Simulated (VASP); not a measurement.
Crystal: LiPb.

```
CELL_PARAMETERS angstrom
2.49350 1.43962 2.06267
-2.49350 1.43962 2.06267
0.00000 -2.87925 2.06267
ATOMIC_POSITIONS crystal
Li 0.50000 0.50000 0.50000
Pb 0.00000 0.00000 0.00000
```

- Program: VASP 6.6.1
- Task: relaxation of cell and atoms
- Functional: PBEsol
- Dispersion: D3(BJ)
- Potentials or basis: VASP PAW PBE potentials, release 64 (Li_sv, Pb_d)
- Cutoff: 600 eV
- k mesh: 9 × 9 × 9
- Occupations: fermi-dirac, width 0.1 eV
- Spin: no spin polarisation

At the start: pressure -3.3 GPa; volume 22.21 Å³/atom.

Problem. How do energy, volume and symmetry change on relaxing?

Solution. Over 3 steps the energy falls by 23.7 meV/atom and the volume is 20.18 Å³/atom (-9.2 %); space group Pm-3m (No. 221, to 0.1 Å) before and after.

Step by step:
| step | energy change (eV) | largest force (eV/Å) | pressure (GPa) | volume (Å³) |
| --- | --- | --- | --- | --- |
| 1 | 0.0000 | 0.0000 | -3.34 | 44.43 |
| 2 | -0.0426 | 0.0000 | -1.19 | 41.52 |
| 3 | -0.0474 | 0.0000 | -0.08 | 40.35 |

Final structure:
```
Li Pb
1.0
     2.41778    1.39590    1.99274
    -2.41778    1.39590    1.99274
     0.00000   -2.79181    1.99274
Li Pb
1 1
Direct
  0.50000 0.50000 0.50000
  0.00000 0.00000 0.00000
```

Caveat: the cutoff is under 1.25 times the usual one of these potentials, so pressure, stress and relaxed cells hold a basis-set (Pulay) error; the PAW data sets were made with another functional, which shifts forces and pressure a little.
